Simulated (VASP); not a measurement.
# Bi (Pm-3m) in VASP: notebook

Runs on Bi. Level: LDA. Tasks: single point.

Program: VASP 6.6.1. These are calculated values, not measurements. Logs are shortened: lines on timing, memory, paths and dates and some standing lists are left out, and cuts for length are marked.

**1. The cell of the first run**

The structure is cubic, space group Pm-3m (No. 221). Conventional cell: a = 3.062 Å, b = 3.062 Å, c = 3.062 Å, α = 90.00°, β = 90.00°, γ = 90.00°. Bi (site symmetry m-3m) has 6 Bi at 3.06 Å within 4.0 Å.

**2. Single point, LDA (volume scaled by 0.88)**

The input, INCAR:

```
SYSTEM = Bi
ALGO = Normal ; EDIFF = 1E-7
ENCUT = 520 ; GGA = CA
ISIF = 2 ; ISMEAR = -1
LASPH = .True. ; LCHARG = .False.
LREAL = .False. ; LWAVE = .False.
NBANDS = 14 ; NELM = 80
PREC = Accurate ; SIGMA = 0.1
```

The input, KPOINTS:

```
k-points
0
Gamma
  11 11 11
  0 0 0
```

The input, POSCAR:

```
Bi
1.0
    3.0622699068      0.0000000000      0.0000000000
    0.0000000000      3.0622699068      0.0000000000
    0.0000000000      0.0000000000      3.0622699068
Bi
1
Direct
    0.0000000000      0.0000000000      0.0000000000
```

Potentials or basis: VASP PAW LDA potentials, release 64 (Bi_d).

Run with:

```sh
$ cat potpaw_LDA.64/Bi_d/POTCAR > POTCAR
$ mpirun -np 1 vasp_std > vasp.out
```

OUTCAR:

```text
SYSTEM = Bi
   EDIFF = 1E-7
   ENCUT = 520
   GGA = CA
   ISIF = 2
   ISMEAR = -1
   LASPH = .True.
   LREAL = .False.
   NELM = 80
   PREC = Accurate

 ion  position               nearest neighbor table
   1  0.000  0.000  0.000-

  LATTYP: Found a simple cubic cell.
 ALAT       =     3.0622699068

  Lattice vectors:

 A1 = (   3.0622699068,   0.0000000000,   0.0000000000)
 A2 = (   0.0000000000,   3.0622699068,   0.0000000000)
 A3 = (   0.0000000000,   0.0000000000,   3.0622699068)

Analysis of symmetry for initial positions (statically):
=====================================================================
 Subroutine PRICEL returns:
 Original cell was already a primitive cell.

 Routine SETGRP: Setting up the symmetry group for a
 simple cubic supercell.

 Subroutine GETGRP returns: Found 48 space group operations
 (whereof 48 operations were pure point group operations)
 out of a pool of 48 trial point group operations.

The static configuration has the point symmetry O_h .

Analysis of symmetry for dynamics (positions and initial velocities):
=====================================================================
 Subroutine PRICEL returns:
 Original cell was already a primitive cell.

 Routine SETGRP: Setting up the symmetry group for a
 simple cubic supercell.

 Subroutine GETGRP returns: Found 48 space group operations
 (whereof 48 operations were pure point group operations)
 out of a pool of 48 trial point group operations.

The dynamic configuration has the point symmetry O_h .

 Subroutine INISYM returns: Found 48 space group operations
 (whereof 48 operations are pure point group operations),
 and found     1 'primitive' translations

----------------------------------------------------------------------------------------

                                     Primitive cell

  volume of cell :      28.7164

  direct lattice vectors                    reciprocal lattice vectors
     3.062269907  0.000000000  0.000000000     0.326555147  0.000000000  0.000000000
     0.000000000  3.062269907  0.000000000     0.000000000  0.326555147  0.000000000
     0.000000000  0.000000000  3.062269907     0.000000000  0.000000000  0.326555147

  length of vectors
     3.062269907  3.062269907  3.062269907     0.326555147  0.326555147  0.326555147

  position of ions in fractional coordinates (direct lattice)
     0.000000000  0.000000000  0.000000000

  ion indices of the primitive-cell ions
   primitive index   ion index
                 1           1

----------------------------------------------------------------------------------------

 KPOINTS: k-points

Automatic generation of k-mesh.
 Grid dimensions read from file:
 generate k-points for:   11   11   11

 Generating k-lattice:

  Cartesian coordinates                     Fractional coordinates (reciprocal lattice)
     0.029686832  0.000000000  0.000000000     0.090909091  0.000000000  0.000000000
     0.000000000  0.029686832  0.000000000     0.000000000  0.090909091  0.000000000
     0.000000000  0.000000000  0.029686832     0.000000000  0.000000000  0.090909091

  Length of vectors
     0.029686832  0.029686832  0.029686832

  Shift w.r.t. Gamma in fractional coordinates (k-lattice)
     0.000000000  0.000000000  0.000000000

 Subroutine IBZKPT returns following result:
 ===========================================

 Found     56 irreducible k-points:

 Following reciprocal coordinates:
            Coordinates               Weight
  0.000000  0.000000  0.000000      1.000000
  0.090909  0.000000  0.000000      6.000000
  0.181818  0.000000  0.000000      6.000000
  0.272727  0.000000  0.000000      6.000000
  0.363636  0.000000  0.000000      6.000000
  0.454545  0.000000  0.000000      6.000000
[... 16 lines left out ...]
  0.181818  0.090909  0.090909     24.000000
  0.272727  0.090909  0.090909     24.000000
 [... further k-points ...]
   k-points           NKPTS =     56   k-points in BZ     NKDIM =     56   number of bands    NBANDS=     14
   number of dos      NEDOS =    301   number of ions     NIONS =      1
   total plane-waves  NPLWV =  13824
   dimension x,y,z NGX =    24 NGY =   24 NGZ =   24
   dimension x,y,z NGXF=    48 NGYF=   48 NGZF=   48
   ions per type =               1
   NGX,Y,Z   is equivalent  to a cutoff of  13.03, 13.03, 13.03 a.u.
   NGXF,Y,Z  is equivalent  to a cutoff of  26.06, 26.06, 26.06 a.u.
 SYSTEM =  Bi
   PREC   = accura    normal or accurate (medium, high low for compatibility)
   ISTART =      0    job   : 0-new  1-cont  2-samecut
   ICHARG =      2    charge: 1-file 2-atom 10-const
   ISPIN  =      1    spin polarized calculation?
   LNONCOLLINEAR =      F non collinear calculations
   LSORBIT =      F    spin-orbit coupling
   LASPH  =      T    aspherical Exc in radial PAW
   ENCUT  =  520.0 eV  38.22 Ry    6.18 a.u.   5.69  5.69  5.69*2*pi/ulx,y,z
   NELM   =     80;   NELMIN=  2; NELMDL= -5     # of ELM steps
   EDIFF  = 0.1E-06   stopping-criterion for ELM
   LREAL  =      F    real-space projection
   EDIFFG = 0.1E-05   stopping-criterion for IOM
   NSW    =      0    number of steps for IOM
   IBRION =     -1    ionic relax: 0-MD 1-quasi-New 2-CG
   NFREE  =      0    steps in history (QN), initial steepest desc. (CG)
   ISIF   =      2    stress and relaxation
   ISYM   =      2    0-nonsym 1-usesym 2-fastsym
   POTIM  = 0.5000    time-step for ionic-motion
   TEBEG  =    0.0;   TEEND  =   0.0 temperature during run
   PSTRESS=    0.0 pullay stress
   NELECT =      15.0000    total number of electrons
   NUPDOWN=      -1.0000    fix difference up-down
   EMIN   =  10.00;   EMAX   =-10.00  energy-range for DOS
   EFERMI =   0.00;   METHOD = LEGACY
   ISMEAR =    -1;   SIGMA  =   0.10  broadening in eV -4-tet -1-fermi 0-gaus
   EFERMI_NEDOS =   21; number of points for ismear=-14 and -15
   IALGO  =     38    algorithm
   IMIX   =      4    mixing-type and parameters
     AMIX     =   0.40;   BMIX     =  1.00
     AMIX_MAG =   1.60;   BMIX_MAG =  1.00
  volume/ion in A,a.u.               =      28.72       193.79
  Fermi-wavevector in a.u.,A,eV,Ry     =   1.318444  2.491498 23.650944  1.738295
  Thomas-Fermi vector in A             =   2.448414
   LORBIT       =      0    0 simple, 1 ext, 2 COOP (PROOUT), +10 PAW based schemes
   GGA     = CA    functional components
   LHFCALC =     F    Hartree Fock is set to
   AEXX    =    0.0000 exact exchange contribution
   IVDW    =     0    specifies the selected vdW correction
   LEPSILON=     F    determine dielectric tensor
   LRPA    =     F    only Hartree local field effects (RPA)
 non-spin polarized calculation
  energy-cutoff  :      520.00
  volume of cell :       28.72
 maximum number of plane-waves:       788
 NGX is ok and might be reduce to    24
   NGX = 11   NGY = 11   NGZ = 11

 number of electron      15.0000003 magnetization

 Free energy of the ion-electron system (eV)
  ---------------------------------------------------
  ext. energy  EPLUGINS =         0.00000000
  ---------------------------------------------------
  free energy    TOTEN  =        -4.42050324 eV

  energy without entropy =       -4.40249230  energy(sigma->0) =       -4.41149777

 E-fermi :   8.6245     XC(G=0): -10.7861

 val. band max:        8.5088919445   @ k =   0.1818   0.0909   0.0909
 cond. band min:       8.7171494302   @ k =   0.3636   0.2727   0.2727
 fundamental gap:      0.2082574857
 Fermi energy:         8.6244688757

 k-point     1 :       0.0000    0.0000    0.0000
  band No.  band energies     occupation
      1     -14.6239      2.00000
      2     -14.6239      2.00000
      3     -14.0447      2.00000
      4     -14.0447      2.00000
      5     -14.0447      2.00000
      6      -5.8165      2.00000
      7      12.1951      0.00000
      8      12.1951      0.00000
      9      12.1951      0.00000
     10      16.0114      0.00000
     11      17.1188      0.00000
     12      17.1188      0.00000
     13      26.1841      0.00000
     14      26.1841      0.00000

 k-point     2 :       0.0909    0.0000    0.0000
  band No.  band energies     occupation
      1     -14.6217      2.00000
      2     -14.5880      2.00000
      3     -14.0569      2.00000
      4     -14.0569      2.00000
      5     -14.0437      2.00000
      6      -5.6884      2.00000
      7      10.6898      0.00000
      8      12.3427      0.00000
      9      12.3427      0.00000
     10      16.4133      0.00000
     11      17.1909      0.00000
     12      18.4937      0.00000
     13      25.4783      0.00000
     14      26.0441      0.00000

 k-point     3 :       0.1818    0.0000    0.0000
  band No.  band energies     occupation
      1     -14.6159      2.00000
      2     -14.4917      2.00000
      3     -14.0895      2.00000
      4     -14.0895      2.00000
      5     -14.0410      2.00000
      6      -5.3081      2.00000
      7       8.2380      1.95891
      8      12.7655      0.00000
      9      12.7655      0.00000
     10      16.7482      0.00000
     11      17.4084      0.00000
     12      21.4263      0.00000
     13      24.0742      0.00000
     14      25.3319      0.00000

 k-point     4 :       0.2727    0.0000    0.0000
  band No.  band energies     occupation
      1     -14.6082      2.00000
      2     -14.3661      2.00000
      3     -14.1319      2.00000
      4     -14.1319      2.00000
      5     -14.0375      2.00000
      6      -4.6987      2.00000
      7       5.8866      2.00000
      8      13.3963      0.00000
      9      13.3963      0.00000
     10      17.2034      0.00000
     11      17.7732      0.00000
     12      22.6292      0.00000
     13      23.6282      0.00000
     14      24.0110      0.00000

 k-point     5 :       0.3636    0.0000    0.0000
  band No.  band energies     occupation
      1     -14.6012      2.00000
      2     -14.2513      2.00000
      3     -14.1705      2.00000
      4     -14.1705      2.00000
      5     -14.0344      2.00000
      6      -3.9483      2.00000
      7       3.9147      2.00000
      8      14.0944      0.00000
      9      14.0944      0.00000
     10      17.8270      0.00000
     11      18.2784      0.00000
[... 276 lines left out ...]
 k-point    22 :       0.0909    0.0909    0.0909
  band No.  band energies     occupation
      1     -14.5664      2.00000
      2     -14.5664      2.00000
      3     -14.0695      2.00000
      4     -14.0678      2.00000
      5     -14.0678      2.00000
      6      -5.4329      2.00000
      7      10.8136      0.00000
      8      11.0558      0.00000
      9      11.0558      0.00000
     10      18.2520      0.00000
     11      18.7611      0.00000
     12      18.7611      0.00000
     13      24.4300      0.00000
     14      24.4300      0.00000

 k-point    23 :       0.1818    0.0909    0.0909
  band No.  band energies     occupation
      1     -14.5608      2.00000
      2     -14.4686      2.00000
      3     -14.1026      2.00000
      4     -14.1011      2.00000
      5     -14.0655      2.00000
      6      -5.0539      2.00000
      7       8.5089      1.52113
      8      11.3056      0.00000
      9      11.4610      0.00000
     10      18.6577      0.00000
     11      18.9432      0.00000
     12      21.4502      0.00000
     13      22.7621      0.00000
     14      23.3758      0.00000

 k-point    24 :       0.2727    0.0909    0.0909
  band No.  band energies     occupation
      1     -14.5534      2.00000
      2     -14.3407      2.00000
      3     -14.1463      2.00000
      4     -14.1444      2.00000
      5     -14.0618      2.00000
      6      -4.4466      2.00000
      7       6.1542      2.00000
      8      11.9296      0.00000
      9      12.0768      0.00000
     10      18.8080      0.00000
     11      19.0582      0.00000
     12      21.4367      0.00000
     13      21.6164      0.00000
     14      24.7156      0.00000

 [... further k-points ...]

------------------------ aborting loop because EDIFF is reached ----------------------------------------

  FORCE on cell =-STRESS in cart. coord.  units (eV):
  Direction    XX          YY          ZZ          XY          YZ          ZX
  --------------------------------------------------------------------------------------
  -------------------------------------------------------------------------------------
  Total        1.8387662      1.8387662      1.8387662     -0.0000000     -0.0000000      0.0000000
  in kB      102.5903936    102.5903936    102.5903936     -0.0000000     -0.0000000      0.0000000
  external PRESSURE =     102.5903936 kB  Pullay stress =       0.0000000 kB

 VOLUME and BASIS-vectors are now :
 -----------------------------------------------------------------------------
  energy-cutoff  :      520.00
  volume of cell :       28.72
      direct lattice vectors                 reciprocal lattice vectors
     3.062269907  0.000000000  0.000000000     0.326555147  0.000000000  0.000000000
     0.000000000  3.062269907  0.000000000     0.000000000  0.326555147  0.000000000
     0.000000000  0.000000000  3.062269907     0.000000000  0.000000000  0.326555147

 POSITION                                       TOTAL-FORCE (eV/Angst)
 -----------------------------------------------------------------------------------
      0.00000      0.00000      0.00000         0.000000      0.000000      0.000000
 -----------------------------------------------------------------------------------
    total drift:                                0.000000     -0.000000      0.000000

  FREE ENERGIE OF THE ION-ELECTRON SYSTEM (eV)
  ---------------------------------------------------
  free  energy   TOTEN  =        -4.4205032354 eV

  energy  without entropy=       -4.4024923027  energy(sigma->0) =       -4.41149777
```

It took 12 s on 1 thread of Intel Xeon 8259CL, shared host; peak memory 0.14 GiB.

Results:

```yaml
Free_energy: -4.4205 eV
Pressure: 10.3 GPa
```

Caveat: spin-orbit coupling is left out, which moves the levels of the heavy elements.

**3. Single point, LDA (volume scaled by 0.92)**

The input, INCAR:

```
SYSTEM = Bi
PREC = Accurate ; ENCUT = 520
EDIFF = 1E-6 ; ISMEAR = -1
SIGMA = 0.1 ; LREAL = .False.
LASPH = .True. ; NELM = 80
ALGO = Normal ; ISIF = 2
LWAVE = .False. ; LCHARG = .False.
NBANDS = 14
```

The input, KPOINTS:

```
Automatic mesh
0
Gamma
  11 11 11
  0 0 0
```

The input, POSCAR:

```
Bi
1.0
    3.1079821671      0.0000000000      0.0000000000
    0.0000000000      3.1079821671      0.0000000000
    0.0000000000      0.0000000000      3.1079821671
Bi
1
Direct
    0.0000000000      0.0000000000      0.0000000000
```

Potentials or basis: VASP PAW LDA potentials, release 64 (Bi_d).

Run with:

```sh
$ cat potpaw_LDA.64/Bi_d/POTCAR > POTCAR
$ mpirun -np 1 vasp_std > vasp.out
```

Run time: 11 s. Hardware: 1 thread of Intel Xeon 8259CL, shared host; peak memory 0.14 GiB.

The run converged. Its results:

* Free energy: -4.4875 eV
* Pressure: 6.2 GPa

Levels at points of the mesh, in eV from the Fermi level:
```csv
k point,band 5,band 6,band 7,band 8,band 9,band 10
"(0.00, 0.00, 0.00)",-22.62,-14.07,3.48,3.48,3.48,7.14
```

Caveat: spin-orbit coupling is left out, which moves the levels of the heavy elements.
